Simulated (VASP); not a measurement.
# Ti9PbO20 (a cell with a defect) in VASP: single point with PBE

Aim: the single point of Ti9PbO20 (a cell with a defect) with PBE.

All numbers are computed with VASP 6.6.1; they aren't measurements. Logs are shortened: lines on timing, memory, paths and dates and some standing lists are left out, and cuts for length are marked.

### Step 1. The cell of the first run

The cell holds a defect, 30 atoms: a = 7.720 Å, b = 7.720 Å, c = 7.720 Å, α = 102.18°, β = 113.24°, γ = 113.24°.

### Step 2. Single point, PBE

Input file INCAR:

```
PREC = Accurate
ENCUT = 520
EDIFF = 1E-7
ISMEAR = 0
SIGMA = 0.02
LREAL = Auto
LASPH = T
NELM = 60
ALGO = Normal
ISIF = 2
LWAVE = F
LCHARG = F
GGA = PE
NBANDS = 142
```

Input file KPOINTS:

```
Automatic mesh
0
Gamma
  2 2 2
  0.5 0.5 0.5
```

Input file POSCAR:

```
Ti9PbO20
1.0
   -1.8995999942     -5.6987999826      4.8488731938
   -5.6987999826      1.8995999942     -4.8488731938
    5.6987999826     -1.8995999942     -4.8488731938
Pb Ti O
1 9 20
Direct
    0.4000000000      0.8000000000      0.6000000000
    0.0041059054     -0.0013194564      0.0043918959
    0.1942886477      0.3956081041      0.7997140094
    0.7958940946      0.6002859906      0.1945746382
    0.6057113523      0.2054253618      0.4013194564
    0.5015812428      0.2628740219      0.7548851377
    0.0920111158      0.4387072209      0.1371259781
    0.2984187572      0.8533038949      0.9612927791
    0.9000000000      0.0500000000      0.3500000000
    0.7079888842      0.6451148623      0.5466961051
    0.4935451957      0.0625818291      0.5388201779
    0.1030050729      0.2411548042      0.9436982305
    0.3064548043      0.6452749822      0.7690366334
    0.9000000000      0.8410766989      0.1410766989
    0.6969949271      0.4406931576      0.3381497313
    0.4000000000      0.5765945188      0.3765945188
    1.0035212055      0.7875643528      0.7946794615
    0.1995838845      0.2031547647      0.5901070686
    0.7964787945      0.3911582560      0.9840431473
    0.6004161155      0.9905231841      0.2035708802
    0.4974565737      0.4563017695      0.9593068424
    0.0762383488      0.6309633666      0.3374181709
    0.3025434263      0.0618502687      0.1588451958
    0.9000000000      0.2589233011      0.5589233011
    0.7237616512      0.8611798221      0.7547250178
    0.4000000000      0.0234054812      0.8234054812
    0.9869523039      0.1964291198      0.1968452353
    0.1928848914      0.6053205385      0.0088417440
    0.8130476961      0.8098929314      0.4094768159
    0.6071151086      0.4159568527      0.6124356472
```

Potentials or basis: VASP PAW PBE potentials, release 64 (Pb_d, Ti_sv, O).

Launch:

```console
$ cat potpaw_PBE.64/Pb_d/POTCAR potpaw_PBE.64/Ti_sv/POTCAR potpaw_PBE.64/O/POTCAR > POTCAR
$ mpirun -np 1 vasp_std > vasp.out
```

OUTCAR:

```text
PREC = Accurate
   ENCUT = 520
   EDIFF = 1E-7
   ISMEAR = 0
   LREAL = Auto
   LASPH = T
   NELM = 60
   ISIF = 2
   GGA = PE

 ion  position               nearest neighbor table
   1  0.400  0.800  0.600-  13 2.09  25 2.09  22 2.09  11 2.09  16 2.17  26 2.17   6 3.17   7 3.17
                             8 3.17  10 3.17
   2  0.004  0.999  0.004-  25 1.89  23 1.92  14 1.92  12 1.96  27 1.98  17 2.04
   3  0.194  0.396  0.800-  13 1.89  12 1.92  24 1.92  21 1.96  18 1.98  28 2.04
   4  0.796  0.600  0.195-  22 1.89  21 1.92  14 1.92  15 1.96  29 1.98  19 2.04
   5  0.606  0.205  0.401-  11 1.89  15 1.92  24 1.92  23 1.96  20 1.98  30 2.04
   6  0.502  0.263  0.755-  19 1.90  30 1.94  21 1.95  18 1.96  26 1.98  11 1.98   1 3.17
   7  0.092  0.439  0.137-  28 1.90  19 1.94  12 1.95  27 1.96  16 1.98  22 1.98   1 3.17
   8  0.298  0.853  0.961-  17 1.90  28 1.94  23 1.95  20 1.96  26 1.98  13 1.98   1 3.17
   9  0.900  0.050  0.350-  29 1.93  20 1.93  18 1.93  27 1.93  14 2.03  24 2.03
  10  0.708  0.645  0.547-  30 1.90  17 1.94  15 1.95  29 1.96  16 1.98  25 1.98   1 3.17
  11  0.494  0.063  0.539-   5 1.89   6 1.98   1 2.09
  12  0.103  0.241  0.944-   3 1.92   7 1.95   2 1.96
  13  0.306  0.645  0.769-   3 1.89   8 1.98   1 2.09
  14  0.900  0.841  0.141-   4 1.92   2 1.92   9 2.03
  15  0.697  0.441  0.338-   5 1.92  10 1.95   4 1.96
  16  0.400  0.577  0.377-   7 1.98  10 1.98   1 2.17
[... 12 lines left out ...]
  29  0.813  0.810  0.409-   9 1.93  10 1.96   4 1.98
  30  0.607  0.416  0.612-  10 1.90   6 1.94   5 2.04

  LATTYP: Found a body centered tetragonal cell.
 ALAT       =     8.4952694342
 C/A-ratio  =     1.1415466528

  Lattice vectors:

 A1 = (   5.6987999826,  -1.8995999942,   4.8488731938)
 A2 = (  -5.6987999826,   1.8995999942,   4.8488731938)
 A3 = (  -1.8995999942,  -5.6987999826,  -4.8488731938)

Analysis of symmetry for initial positions (statically):
=====================================================================
 Subroutine PRICEL returns:
 Original cell was already a primitive cell.

 Routine SETGRP: Setting up the symmetry group for a
 body centered tetragonal supercell.

 Subroutine GETGRP returns: Found  4 space group operations
 (whereof  1 operations were pure point group operations)
 out of a pool of 16 trial point group operations.

The static configuration has the point symmetry C_1 .
 The point group associated with its full space group is S_4 .

Analysis of symmetry for dynamics (positions and initial velocities):
=====================================================================
 Subroutine PRICEL returns:
 Original cell was already a primitive cell.

 Routine SETGRP: Setting up the symmetry group for a
 body centered tetragonal supercell.

 Subroutine GETGRP returns: Found  4 space group operations
 (whereof  1 operations were pure point group operations)
 out of a pool of 16 trial point group operations.

The dynamic configuration has the point symmetry C_1 .
 The point group associated with its full space group is S_4 .

 Subroutine INISYM returns: Found  4 space group operations
 (whereof  1 operations are pure point group operations),
 and found     1 'primitive' translations

----------------------------------------------------------------------------------------

                                     Primitive cell

  volume of cell :     349.9413

  direct lattice vectors                    reciprocal lattice vectors
    -1.899599994 -5.698799983  4.848873194    -0.052642662 -0.157927985  0.000000000
    -5.698799983  1.899599994 -4.848873194    -0.105285324 -0.052642662 -0.103116741
     5.698799983 -1.899599994 -4.848873194     0.052642662 -0.105285324 -0.103116741

  length of vectors
     7.719868692  7.719868692  7.719868692     0.166470713  0.156490611  0.156490611

  position of ions in fractional coordinates (direct lattice)
     0.400000000  0.800000000  0.600000000
     0.004105905  0.998680544  0.004391896
     0.194288648  0.395608104  0.799714009
     0.795894095  0.600285991  0.194574638
     0.605711352  0.205425362  0.401319456
     0.501581243  0.262874022  0.754885138
[... 22 lines left out ...]
     0.813047696  0.809892931  0.409476816
     0.607115109  0.415956853  0.612435647

  ion indices of the primitive-cell ions
   primitive index   ion index
                 1           1
                 2           2
                 3           3
                 4           4
                 5           5
                 6           6
[... 22 lines left out ...]
                29          29
                30          30

----------------------------------------------------------------------------------------

 KPOINTS: Automatic mesh

Automatic generation of k-mesh.
 Grid dimensions read from file:
 generate k-points for:    2    2    2

 Generating k-lattice:

  Cartesian coordinates                     Fractional coordinates (reciprocal lattice)
    -0.026321331 -0.078963993  0.000000000     0.500000000  0.000000000 -0.000000000
    -0.052642662 -0.026321331 -0.051558370    -0.000000000  0.500000000  0.000000000
     0.026321331 -0.052642662 -0.051558370     0.000000000  0.000000000  0.500000000

  Length of vectors
     0.083235357  0.078245306  0.078245306

  Shift w.r.t. Gamma in fractional coordinates (k-lattice)
     0.500000000  0.500000000  0.500000000

 Subroutine IBZKPT returns following result:
 ===========================================

 Found      3 irreducible k-points:

 Following reciprocal coordinates:
            Coordinates               Weight
  0.250000  0.250000  0.250000      2.000000
 -0.250000  0.250000  0.250000      2.000000
  0.250000 -0.250000  0.250000      4.000000
   k-points           NKPTS =      3   k-points in BZ     NKDIM =      3   number of bands    NBANDS=    142
   number of dos      NEDOS =    301   number of ions     NIONS =     30
   total plane-waves  NPLWV = 216000
   dimension x,y,z NGX =    60 NGY =   60 NGZ =   60
   dimension x,y,z NGXF=   120 NGYF=  120 NGZF=  120
   ions per type =               1   9  20
   NGX,Y,Z   is equivalent  to a cutoff of  12.92, 12.92, 12.92 a.u.
   NGXF,Y,Z  is equivalent  to a cutoff of  25.84, 25.84, 25.84 a.u.
 SYSTEM =  unknown system
   PREC   = accura    normal or accurate (medium, high low for compatibility)
   ISTART =      0    job   : 0-new  1-cont  2-samecut
   ICHARG =      2    charge: 1-file 2-atom 10-const
   ISPIN  =      1    spin polarized calculation?
   LNONCOLLINEAR =      F non collinear calculations
   LSORBIT =      F    spin-orbit coupling
   LASPH  =      T    aspherical Exc in radial PAW
   ENCUT  =  520.0 eV  38.22 Ry    6.18 a.u.  14.35 14.35 14.35*2*pi/ulx,y,z
   NELM   =     60;   NELMIN=  2; NELMDL= -5     # of ELM steps
   EDIFF  = 0.1E-06   stopping-criterion for ELM
   LREAL  =      T    real-space projection
   EDIFFG = 0.1E-05   stopping-criterion for IOM
   NSW    =      0    number of steps for IOM
   IBRION =     -1    ionic relax: 0-MD 1-quasi-New 2-CG
   NFREE  =      0    steps in history (QN), initial steepest desc. (CG)
   ISIF   =      2    stress and relaxation
   ISYM   =      2    0-nonsym 1-usesym 2-fastsym
   POTIM  = 0.5000    time-step for ionic-motion
   TEBEG  =    0.0;   TEEND  =   0.0 temperature during run
   PSTRESS=    0.0 pullay stress
   NELECT =     242.0000    total number of electrons
   NUPDOWN=      -1.0000    fix difference up-down
   EMIN   =  10.00;   EMAX   =-10.00  energy-range for DOS
   EFERMI =   0.00;   METHOD = LEGACY
   ISMEAR =     0;   SIGMA  =   0.02  broadening in eV -4-tet -1-fermi 0-gaus
   EFERMI_NEDOS =   21; number of points for ismear=-14 and -15
   IALGO  =     38    algorithm
   IMIX   =      4    mixing-type and parameters
     AMIX     =   0.40;   BMIX     =  1.00
     AMIX_MAG =   1.60;   BMIX_MAG =  1.00
  volume/ion in A,a.u.               =      11.66        78.72
  Fermi-wavevector in a.u.,A,eV,Ry     =   1.447710  2.735775 28.515964  2.095864
  Thomas-Fermi vector in A             =   2.565634
   LORBIT       =      0    0 simple, 1 ext, 2 COOP (PROOUT), +10 PAW based schemes
   GGA     = PE    functional components
   LHFCALC =     F    Hartree Fock is set to
   AEXX    =    0.0000 exact exchange contribution
   IVDW    =     0    specifies the selected vdW correction
   LEPSILON=     F    determine dielectric tensor
   LRPA    =     F    only Hartree local field effects (RPA)
 non-spin polarized calculation
 Gauss-broadening in eV      SIGMA  =   0.02
  energy-cutoff  :      520.00
  volume of cell :      349.94
 maximum number of plane-waves:      9446
 NGX is ok and might be reduce to    60
   NGX = 29   NGY = 29   NGZ = 29

 number of electron     242.0000000 magnetization

 Free energy of the ion-electron system (eV)
  ---------------------------------------------------
  ext. energy  EPLUGINS =         0.00000000
  ---------------------------------------------------
  free energy    TOTEN  =      -257.12433028 eV

  energy without entropy =     -257.12433028  energy(sigma->0) =     -257.12433028

 E-fermi :   3.6858     XC(G=0): -10.6788

 val. band max:        3.4446198734   @ k =   0.2500  -0.2500   0.2500
 cond. band min:       5.8833081765   @ k =  -0.2500   0.2500   0.2500
 fundamental gap:      2.4386883032
 Fermi energy:         3.6858135174

 k-point     1 :       0.2500    0.2500    0.2500
  band No.  band energies     occupation
      1     -52.9480      2.00000
      2     -52.8678      2.00000
      3     -52.8672      2.00000
      4     -52.8592      2.00000
      5     -52.8579      2.00000
      6     -52.8328      2.00000
[... 125 lines left out ...]
    132       6.9593      0.00000
    133       6.9635      0.00000

 k-point     2 :      -0.2500    0.2500    0.2500
  band No.  band energies     occupation
      1     -52.9480      2.00000
      2     -52.8691      2.00000
      3     -52.8633      2.00000
      4     -52.8633      2.00000
      5     -52.8564      2.00000
      6     -52.8335      2.00000
[... 125 lines left out ...]
    132       7.0043      0.00000
    133       7.0479      0.00000

 k-point     3 :       0.2500   -0.2500    0.2500
  band No.  band energies     occupation
      1     -52.9481      2.00000
      2     -52.8692      2.00000
      3     -52.8638      2.00000
      4     -52.8615      2.00000
      5     -52.8571      2.00000
      6     -52.8337      2.00000
[... 125 lines left out ...]
    132       6.9625      0.00000
    133       6.9675      0.00000
 [bands above 133 left out]

------------------------ aborting loop because EDIFF is reached ----------------------------------------

  FORCE on cell =-STRESS in cart. coord.  units (eV):
  Direction    XX          YY          ZZ          XY          YZ          ZX
  --------------------------------------------------------------------------------------
  -------------------------------------------------------------------------------------
  Total       17.4724646     17.4724646     17.5327373      0.0000000      0.0000000      0.0000000
  in kB       79.9962466     79.9962466     80.2722003      0.0000002      0.0000000      0.0000000
  external PRESSURE =      80.0882312 kB  Pullay stress =       0.0000000 kB

 VOLUME and BASIS-vectors are now :
 -----------------------------------------------------------------------------
  energy-cutoff  :      520.00
  volume of cell :      349.94
      direct lattice vectors                 reciprocal lattice vectors
    -1.899599994 -5.698799983  4.848873194    -0.052642662 -0.157927985  0.000000000
    -5.698799983  1.899599994 -4.848873194    -0.105285324 -0.052642662 -0.103116741
     5.698799983 -1.899599994 -4.848873194     0.052642662 -0.105285324 -0.103116741

 POSITION                                       TOTAL-FORCE (eV/Angst)
 -----------------------------------------------------------------------------------
     -1.89960     -1.89960     -4.84887        -0.000000     -0.000000      0.000000
     -5.67405      1.86535     -4.84386        -0.015934      0.004422      0.005945
      1.93385     -1.87485     -4.85388        -0.004422     -0.015934     -0.005945
     -3.82395     -3.76495      0.00501         0.015934     -0.004422      0.005945
     -0.03425     -3.82395     -0.00501         0.004422      0.015934     -0.005945
      1.85107     -3.79304     -2.50288         0.012405      0.005878      0.011286
[... 22 lines left out ...]
     -3.82636     -3.87277     -1.97020         0.001464     -0.003195     -0.021771
     -0.03358     -3.83306     -2.04272         0.009803     -0.005366     -0.010491
 -----------------------------------------------------------------------------------
    total drift:                               -0.000001     -0.000000     -0.000001

  FREE ENERGIE OF THE ION-ELECTRON SYSTEM (eV)
  ---------------------------------------------------
  free  energy   TOTEN  =      -257.1243302805 eV

  energy  without entropy=     -257.1243302805  energy(sigma->0) =     -257.12433028
```

Run time: 16 min. Hardware: 1 thread of AMD EPYC 7R13, shared host; peak memory 0.51 GiB.

Results:

* Free energy: -257.1243 eV
* Pressure: 8.0 GPa
* Largest force: 0.040 eV/Å
* Band gap on the k mesh: 2.44 eV

Forces on the atoms (eV/Å):
```
Pb   0.000  0.000  0.000
Ti  -0.016  0.004  0.006
Ti  -0.004 -0.016 -0.006
Ti   0.016 -0.004  0.006
Ti   0.004  0.016 -0.006
Ti   0.012  0.006  0.011
Ti   0.006 -0.012 -0.011
Ti  -0.012 -0.006  0.011
Ti   0.000  0.000  0.000
Ti  -0.006  0.012 -0.011
O    0.028  0.007  0.019
O    0.017 -0.001  0.037
O   -0.028 -0.007  0.019
O    0.000  0.000  0.011
O   -0.017  0.001  0.037
O    0.000  0.000  0.013
O    0.005  0.010  0.010
O   -0.003 -0.001  0.022
O   -0.005 -0.010  0.010
O    0.003  0.001  0.022
O    0.001  0.017 -0.037
O    0.007 -0.028 -0.019
O   -0.001 -0.017 -0.037
O    0.000  0.000 -0.011
O   -0.007  0.028 -0.019
O    0.000  0.000 -0.013
O   -0.001  0.003 -0.022
O   -0.010  0.005 -0.010
O    0.001 -0.003 -0.022
O    0.010 -0.005 -0.010
```

Levels at points of the mesh, in eV from the valence-band top:
```tsv
k point	band 118	band 119	band 120	band 121	band 122	band 123	band 124	band 125
(0.25, 0.25, 0.25)	-0.44	-0.33	-0.13	-0.01	2.67	3.02	3.05	3.13
```

Caveat: spin-orbit coupling is left out, which moves the levels of the heavy elements.
